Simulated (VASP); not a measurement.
Si, 2 atoms in the cell. Symmetry: Imma, No. 74, orthorhombic system. The conventional cell has a = 3.821 Å, b = 3.859 Å, c = 5.431 Å, α = 90.00°, β = 90.00°, γ = 90.00°. Si (site symmetry mm2) has 4 Si at 2.34 to 2.36 Å within 3.1 Å.  This cell differs from its parent crystal: strain -0.0100 x Voigt [0, 0, 0, 0, 1, 0].

| Quantity | Value |
| --- | --- |
| Program | VASP 6.6.1 |
| Task | single point |
| Functional | PBE |
| Potentials or basis | VASP PAW PBE potentials, release 64 (Si) |
| Cutoff | 520 eV |
| k mesh | 10 × 10 × 10 |
| Occupations | gaussian, width 0.05 eV |
| Spin | no spin polarisation |
| Dipole correction | no |
| Further INCAR settings | ALGO = Normal; EDIFF = 1e-07; NBANDS = 11 |

Potentials or basis: VASP PAW PBE potentials, release 64 (Si).

Run with:

```bash
$ cat potpaw_PBE.64/Si/POTCAR > POTCAR
$ mpirun -np 1 vasp_std > vasp.out
```

Hardware: 1 thread of Intel(R) Xeon(R) Platinum 8259CL CPU @ 2.50GHz (Skylake/Cascade Lake), with other jobs on the host.

Q: Estimate the wall time of this run.

A: It took 65 s on 1 thread of Intel(R) Xeon(R) Platinum 8259CL CPU @ 2.50GHz (Skylake/Cascade Lake), with other jobs on the host, peak memory 0.19 GiB. Counts: scf iterations 13, k points 171.
